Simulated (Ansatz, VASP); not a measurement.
# Two plane-wave programs on NaH

```
Na H
1.0
     0.00000    2.59692    2.59692
     2.59692    0.00000    2.59692
     2.59692    2.59692    0.00000
Na H
1 1
Direct
  0.00000 0.00000 0.00000
  0.25000 0.25000 0.25000
```

Alike in both runs: task single point; functional PBE; k mesh 8 × 8 × 8; occupations fermi-dirac, width 0.02 eV; no spin polarisation.

|  | VASP | Ansatz |
| --- | --- | --- |
| version | VASP 6.6.1 | Ansatz 0.2.0 |
| potentials or method | VASP PAW PBE potentials, release 64 (Na_pv, H) | plane waves, PAW |
| plane-wave cutoff (eV) | 520 | 420 |
| valence electrons in the cell | 8 | 10 |

|  | VASP | Ansatz | Ansatz less VASP |
| --- | --- | --- | --- |
| gap on the k mesh at the Fermi level (eV) | 3.61 | 3.61 | +0.002 |
| pressure (GPa) | 0.2 | 0.2 | +0.02 |

VASP's potentials hold 8 valence electrons a cell and Ansatz's 10, so a difference there can come from the potentials and not from the codes.
